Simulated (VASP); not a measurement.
# NaF (Villiaumite) (Fm-3m) in VASP: further runs

NaF (Villiaumite) is run at these levels: PBEsol; tasks: single point, relaxation of cell and atoms.

All numbers are computed with VASP 6.6.1; they aren't measurements. Logs are shortened: lines on timing, memory, paths and dates and some standing lists are left out, and cuts for length are marked.

## Step 1: The cell of the first run

It takes space group Fm-3m (No. 225, cubic). The conventional cell has a = 4.630 Å, b = 4.630 Å, c = 4.630 Å, α = 90.00°, β = 90.00°, γ = 90.00°. Within 3.1 Å of Na (site symmetry m-3m) lie 6 F at 2.31 Å. Within 3.1 Å of F (site symmetry m-3m) lie 6 Na at 2.31 Å.

## Step 2: Single point, PBEsol

The input, INCAR:

```
SYSTEM = NaF
  ALGO = Normal
  EDIFF = 1E-6
  ENCUT = 600
  GGA = PS
  GGA_COMPAT = .False.
  ISIF = 2
  ISMEAR = -1
  LASPH = .True.
  LCHARG = .True.
  LELF = .True.
  LREAL = .False.
  LVHAR = .True.
  LWAVE = .False.
  NBANDS = 14
  NELM = 120
  PREC = Accurate
  SIGMA = 0.05
```

The input, KPOINTS:

```
k-points
0
Gamma
  10 10 10
  0 0 0
```

The input, POSCAR:

```
NaF
1.0
    0.0000000000      2.3148068138      2.3148068138
    2.3148068138      0.0000000000      2.3148068138
    2.3148068138      2.3148068138      0.0000000000
Na F
1 1
Direct
    0.0000000000      0.0000000000      0.0000000000
    0.5000000000      0.5000000000      0.5000000000
```

Potentials or basis: VASP PAW PBE potentials, release 64 (Na_pv, F).

Run with:

```
cat potpaw_PBE.64/Na_pv/POTCAR potpaw_PBE.64/F/POTCAR > POTCAR
mpirun -np 1 vasp_std > vasp.out
```

OUTCAR:

```text
SYSTEM = NaF
   EDIFF = 1E-6
   ENCUT = 600
   GGA = PS
   ISIF = 2
   ISMEAR = -1
   LASPH = .True.
   LREAL = .False.
   NELM = 120
   PREC = Accurate

 ion  position               nearest neighbor table
   1  0.000  0.000  0.000-   2 2.31   2 2.31   2 2.31   2 2.31   2 2.31   2 2.31
   2  0.500  0.500  0.500-   1 2.31   1 2.31   1 2.31   1 2.31   1 2.31   1 2.31

  LATTYP: Found a face centered cubic cell.
 ALAT       =     4.6296136276

  Lattice vectors:

 A1 = (   0.0000000000,   2.3148068138,   2.3148068138)
 A2 = (   2.3148068138,   0.0000000000,   2.3148068138)
 A3 = (   2.3148068138,   2.3148068138,   0.0000000000)

Analysis of symmetry for initial positions (statically):
=====================================================================
 Subroutine PRICEL returns:
 Original cell was already a primitive cell.

 Routine SETGRP: Setting up the symmetry group for a
 face centered cubic supercell.

 Subroutine GETGRP returns: Found 48 space group operations
 (whereof 48 operations were pure point group operations)
 out of a pool of 48 trial point group operations.

The static configuration has the point symmetry O_h .

Analysis of symmetry for dynamics (positions and initial velocities):
=====================================================================
 Subroutine PRICEL returns:
 Original cell was already a primitive cell.

 Routine SETGRP: Setting up the symmetry group for a
 face centered cubic supercell.

 Subroutine GETGRP returns: Found 48 space group operations
 (whereof 48 operations were pure point group operations)
 out of a pool of 48 trial point group operations.

The dynamic configuration has the point symmetry O_h .

 Subroutine INISYM returns: Found 48 space group operations
 (whereof 48 operations are pure point group operations),
 and found     1 'primitive' translations

----------------------------------------------------------------------------------------

                                     Primitive cell

  volume of cell :      24.8070

  direct lattice vectors                    reciprocal lattice vectors
     0.000000000  2.314806814  2.314806814    -0.216000747  0.216000747  0.216000747
     2.314806814  0.000000000  2.314806814     0.216000747 -0.216000747  0.216000747
     2.314806814  2.314806814  0.000000000     0.216000747  0.216000747 -0.216000747

  length of vectors
     3.273631190  3.273631190  3.273631190     0.374124268  0.374124268  0.374124268

  position of ions in fractional coordinates (direct lattice)
     0.000000000  0.000000000  0.000000000
     0.500000000  0.500000000  0.500000000

  ion indices of the primitive-cell ions
   primitive index   ion index
                 1           1
                 2           2

----------------------------------------------------------------------------------------

 KPOINTS: k-points

Automatic generation of k-mesh.
 Grid dimensions read from file:
 generate k-points for:   10   10   10

 Generating k-lattice:

  Cartesian coordinates                     Fractional coordinates (reciprocal lattice)
    -0.021600075  0.021600075  0.021600075     0.100000000  0.000000000  0.000000000
     0.021600075 -0.021600075  0.021600075     0.000000000  0.100000000  0.000000000
     0.021600075  0.021600075 -0.021600075     0.000000000  0.000000000  0.100000000

  Length of vectors
     0.037412427  0.037412427  0.037412427

  Shift w.r.t. Gamma in fractional coordinates (k-lattice)
     0.000000000  0.000000000  0.000000000

 Subroutine IBZKPT returns following result:
 ===========================================

 Found     47 irreducible k-points:

 Following reciprocal coordinates:
            Coordinates               Weight
  0.000000  0.000000  0.000000      1.000000
  0.100000  0.000000  0.000000      8.000000
  0.200000  0.000000  0.000000      8.000000
  0.300000  0.000000  0.000000      8.000000
  0.400000  0.000000  0.000000      8.000000
  0.500000  0.000000  0.000000      4.000000
[... 16 lines left out ...]
  0.300000  0.300000  0.000000      6.000000
  0.400000  0.300000  0.000000     24.000000
 [... further k-points ...]
   k-points           NKPTS =     47   k-points in BZ     NKDIM =     47   number of bands    NBANDS=     14
   number of dos      NEDOS =    301   number of ions     NIONS =      2
   total plane-waves  NPLWV =  21952
   dimension x,y,z NGX =    28 NGY =   28 NGZ =   28
   dimension x,y,z NGXF=    56 NGYF=   56 NGZF=   56
   ions per type =               1   1
   NGX,Y,Z   is equivalent  to a cutoff of  14.22, 14.22, 14.22 a.u.
   NGXF,Y,Z  is equivalent  to a cutoff of  28.44, 28.44, 28.44 a.u.
 SYSTEM =  NaF
   PREC   = accura    normal or accurate (medium, high low for compatibility)
   ISTART =      0    job   : 0-new  1-cont  2-samecut
   ICHARG =      2    charge: 1-file 2-atom 10-const
   ISPIN  =      1    spin polarized calculation?
   LNONCOLLINEAR =      F non collinear calculations
   LSORBIT =      F    spin-orbit coupling
   LASPH  =      T    aspherical Exc in radial PAW
   ENCUT  =  600.0 eV  44.10 Ry    6.64 a.u.   6.54  6.54  6.54*2*pi/ulx,y,z
   NELM   =    120;   NELMIN=  2; NELMDL= -5     # of ELM steps
   EDIFF  = 0.1E-05   stopping-criterion for ELM
   LREAL  =      F    real-space projection
   EDIFFG = 0.1E-04   stopping-criterion for IOM
   NSW    =      0    number of steps for IOM
   IBRION =     -1    ionic relax: 0-MD 1-quasi-New 2-CG
   NFREE  =      0    steps in history (QN), initial steepest desc. (CG)
   ISIF   =      2    stress and relaxation
   ISYM   =      2    0-nonsym 1-usesym 2-fastsym
   POTIM  = 0.5000    time-step for ionic-motion
   TEBEG  =    0.0;   TEEND  =   0.0 temperature during run
   PSTRESS=    0.0 pullay stress
   NELECT =      14.0000    total number of electrons
   NUPDOWN=      -1.0000    fix difference up-down
   EMIN   =  10.00;   EMAX   =-10.00  energy-range for DOS
   EFERMI =   0.00;   METHOD = LEGACY
   ISMEAR =    -1;   SIGMA  =   0.05  broadening in eV -4-tet -1-fermi 0-gaus
   EFERMI_NEDOS =   21; number of points for ismear=-14 and -15
   IALGO  =     38    algorithm
   IMIX   =      4    mixing-type and parameters
     AMIX     =   0.40;   BMIX     =  1.00
     AMIX_MAG =   1.60;   BMIX_MAG =  1.00
  volume/ion in A,a.u.               =      12.40        83.70
  Fermi-wavevector in a.u.,A,eV,Ry     =   1.352880  2.556573 24.902547  1.830286
  Thomas-Fermi vector in A             =   2.480182
   LORBIT       =      0    0 simple, 1 ext, 2 COOP (PROOUT), +10 PAW based schemes
   GGA     = PS    functional components
   LHFCALC =     F    Hartree Fock is set to
   AEXX    =    0.0000 exact exchange contribution
   IVDW    =     0    specifies the selected vdW correction
   LEPSILON=     F    determine dielectric tensor
   LRPA    =     F    only Hartree local field effects (RPA)
 non-spin polarized calculation
  energy-cutoff  :      600.00
  volume of cell :       24.81
 maximum number of plane-waves:       869
 NGX is ok and might be reduce to    28
   NGX = 13   NGY = 13   NGZ = 13

 number of electron      14.0000006 magnetization

 Free energy of the ion-electron system (eV)
  ---------------------------------------------------
  ext. energy  EPLUGINS =         0.00000000
  ---------------------------------------------------
  free energy    TOTEN  =        -8.77055068 eV

  energy without entropy =       -8.77055068  energy(sigma->0) =       -8.77055068

 E-fermi :  -1.0265     XC(G=0):  -9.3481

 val. band max:       -2.1666846472   @ k =   0.0000   0.0000   0.0000
 cond. band min:       4.0101430246   @ k =   0.0000   0.0000   0.0000
 fundamental gap:      6.1768276717
 Fermi energy:        -1.0264877917

 k-point     1 :       0.0000    0.0000    0.0000
  band No.  band energies     occupation
      1     -21.2290      2.00000
      2     -20.9260      2.00000
      3     -20.9260      2.00000
      4     -20.9260      2.00000
      5      -2.1667      2.00000
      6      -2.1667      2.00000
      7      -2.1667      2.00000
      8       4.0101      0.00000
      9      16.6981      0.00000
     10      16.6981      0.00000
     11      16.6981      0.00000
     12      19.3874      0.00000
     13      21.7781      0.00000
     14      21.7781      0.00000

 k-point     2 :       0.1000    0.0000    0.0000
  band No.  band energies     occupation
      1     -21.3631      2.00000
      2     -20.9272      2.00000
      3     -20.9272      2.00000
      4     -20.7781      2.00000
      5      -2.3690      2.00000
      6      -2.1920      2.00000
      7      -2.1920      2.00000
      8       4.3719      0.00000
      9      15.3767      0.00000
     10      16.8550      0.00000
     11      16.8550      0.00000
     12      20.8689      0.00000
     13      21.3681      0.00000
     14      21.3681      0.00000

 k-point     3 :       0.2000    0.0000    0.0000
  band No.  band energies     occupation
      1     -21.5531      2.00000
      2     -20.9303      2.00000
      3     -20.9303      2.00000
      4     -20.5520      2.00000
      5      -2.8330      2.00000
      6      -2.2575      2.00000
      7      -2.2575      2.00000
      8       5.2992      0.00000
      9      13.6068      0.00000
     10      17.2494      0.00000
     11      17.2494      0.00000
     12      20.7402      0.00000
     13      20.7402      0.00000
     14      22.1046      0.00000
[... 324 lines left out ...]
 k-point    23 :       0.3000    0.3000    0.0000
  band No.  band energies     occupation
      1     -21.4905      2.00000
      2     -20.9619      2.00000
      3     -20.9619      2.00000
      4     -20.5541      2.00000
      5      -3.2552      2.00000
      6      -2.4462      2.00000
      7      -2.4462      2.00000
      8       7.2908      0.00000
      9      12.0367      0.00000
     10      15.6172      0.00000
     11      17.2553      0.00000
     12      17.2553      0.00000
     13      23.4650      0.00000
     14      24.0498      0.00000

 k-point    24 :       0.4000    0.3000    0.0000
  band No.  band energies     occupation
      1     -21.4621      2.00000
      2     -20.9758      2.00000
      3     -20.9674      2.00000
      4     -20.5647      2.00000
      5      -3.3685      2.00000
      6      -2.5564      2.00000
      7      -2.4989      2.00000
      8       8.2937      0.00000
      9      11.4926      0.00000
     10      14.4841      0.00000
     11      17.3478      0.00000
     12      17.3859      0.00000
     13      23.2229      0.00000
     14      24.4265      0.00000

 [... further k-points ...]
[... 5 lines left out ...]
  --------------------------------------------------------------------------------------
  -------------------------------------------------------------------------------------
  Total       -0.0271189     -0.0271189     -0.0271189      0.0000000      0.0000000     -0.0000000
  in kB       -1.7514949     -1.7514949     -1.7514949      0.0000000      0.0000000     -0.0000000
  external PRESSURE =      -1.7514949 kB  Pullay stress =       0.0000000 kB

 VOLUME and BASIS-vectors are now :
 -----------------------------------------------------------------------------
  energy-cutoff  :      600.00
  volume of cell :       24.81
      direct lattice vectors                 reciprocal lattice vectors
     0.000000000  2.314806814  2.314806814    -0.216000747  0.216000747  0.216000747
     2.314806814  0.000000000  2.314806814     0.216000747 -0.216000747  0.216000747
     2.314806814  2.314806814  0.000000000     0.216000747  0.216000747 -0.216000747

 POSITION                                       TOTAL-FORCE (eV/Angst)
 -----------------------------------------------------------------------------------
      0.00000      0.00000      0.00000        -0.000000     -0.000000      0.000000
      2.31481      2.31481      2.31481         0.000000      0.000000     -0.000000
 -----------------------------------------------------------------------------------
    total drift:                                0.000000      0.000000      0.000000

  FREE ENERGIE OF THE ION-ELECTRON SYSTEM (eV)
  ---------------------------------------------------
  free  energy   TOTEN  =        -8.7705506757 eV

  energy  without entropy=       -8.7705506757  energy(sigma->0) =       -8.77055068
```

It took 36 s on 1 thread of Intel Xeon 8259CL, shared host; peak memory 0.16 GiB.

What came out:

```
Free energy            : -8.7706 eV
Pressure               : -0.2 GPa
Band gap on the k mesh : 6.18 eV, direct
```

Levels at points of the mesh, in eV from the valence-band top:
```csv
k point,band 3,band 4,band 5,band 6,band 7,band 8,band 9,band 10,band 11,band 12
"(0.00, 0.00, 0.00)",-18.76,-18.76,0.00,0.00,0.00,6.18,18.86,18.86,18.86,21.55
"(0.50, 0.00, 0.00)",-18.77,-18.01,-1.62,-0.26,-0.26,10.62,12.36,20.01,20.01,22.83
"(0.50, 0.50, 0.00)",-18.81,-18.80,-1.30,-0.41,-0.41,13.00,13.11,13.56,19.68,19.68
```

Caveat: the PAW data sets were made with another functional, which shifts forces and pressure a little. A k mesh can miss the band edges.

## Step 3: Relaxation of cell and atoms, PBEsol

This run uses another cell than the first one, of 12.49 Å³/atom, 1.007 times its volume.

The input, INCAR:

```
PREC = Accurate
ENCUT = 600
EDIFF = 1E-7
ISMEAR = -1
SIGMA = 0.05
LREAL = F
LASPH = T
NELM = 120
ALGO = Normal
ISIF = 3
LWAVE = F
LCHARG = F
GGA = PS
IBRION = 2
NSW = 80
EDIFFG = -0.01
GGA_COMPAT = F
NELMIN = 4
```

The input, KPOINTS:

```
regular mesh
0
Gamma
  10 10 10
```

The input, POSCAR:

```
NaF
1.0
    0.0000000000      2.3200000000      2.3200000000
    2.3200000000      0.0000000000      2.3200000000
    2.3200000000      2.3200000000      0.0000000000
Na F
1 1
Direct
    0.0000000000      0.0000000000      0.0000000000
    0.5000000000      0.5000000000      0.5000000000
```

Potentials or basis: VASP PAW PBE potentials, release 64 (Na_pv, F).

Run with:

```
cat potpaw_PBE.64/Na_pv/POTCAR potpaw_PBE.64/F/POTCAR > POTCAR
mpirun -np 1 vasp_std > vasp.out
```

Wall time 59 s (1 thread of Intel Xeon 8259CL, shared host); peak memory 0.16 GiB.

Results (log left out):

| Quantity | Value |
| --- | --- |
| Free energy | -8.7710 eV |
| Relaxed volume | 12.39 Å³/atom |
| Relaxed cell | a = 3.273 Å, b = 3.273 Å, c = 3.273 Å, α = 60.00°, β = 60.00°, γ = 60.00° |
| Space group after relaxing (to 0.05 Å) | Fm-3m (No. 225) |
| Energy gained by relaxing | 0.2 meV/atom |
| Ionic steps | 3 |
| Pressure after relaxing | -0.1 GPa |
| Band gap on the k mesh | 6.18 eV, direct |

Step by step:
| step | energy change (eV) | largest force (eV/Å) | pressure (GPa) | volume (Å³) |
| --- | --- | --- | --- | --- |
| 1 | 0.0000 | 0.0000 | -0.43 | 24.97 |
| 2 | -0.0003 | 0.0000 | -0.20 | 24.85 |
| 3 | -0.0003 | 0.0000 | -0.07 | 24.79 |

Final structure:
```cif
data_structure
_symmetry_space_group_name_H-M 'P 1'
_symmetry_Int_Tables_number 1
_cell_length_a 3.2728
_cell_length_b 3.2728
_cell_length_c 3.2728
_cell_angle_alpha 60.000
_cell_angle_beta 60.000
_cell_angle_gamma 60.000
_cell_volume 24.79
loop_
_atom_site_label
_atom_site_type_symbol
_atom_site_fract_x
_atom_site_fract_y
_atom_site_fract_z
_atom_site_occupancy
Na1 Na 0.00000 0.00000 0.00000 1
F1 F 0.50000 0.50000 0.50000 1
```

Levels at points of the mesh, in eV from the valence-band top:
| k point | band 3 | band 4 | band 5 | band 6 | band 7 | band 8 | band 9 | band 10 | band 11 |
| --- | --- | --- | --- | --- | --- | --- | --- | --- | --- |
| (0.00, 0.00, 0.00) | -18.76 | -18.76 | 0.00 | 0.00 | 0.00 | 6.18 | 18.87 | 18.87 | 18.87 |
| (0.50, 0.00, 0.00) | -18.77 | -18.00 | -1.63 | -0.26 | -0.26 | 10.63 | 12.37 | 20.02 | 20.02 |
| (0.50, 0.50, 0.00) | -18.81 | -18.80 | -1.30 | -0.41 | -0.41 | 13.01 | 13.11 | 13.57 | 19.69 |

Caveat: the PAW data sets were made with another functional, which shifts forces and pressure a little.

(Part 1 of 2 ends here.)
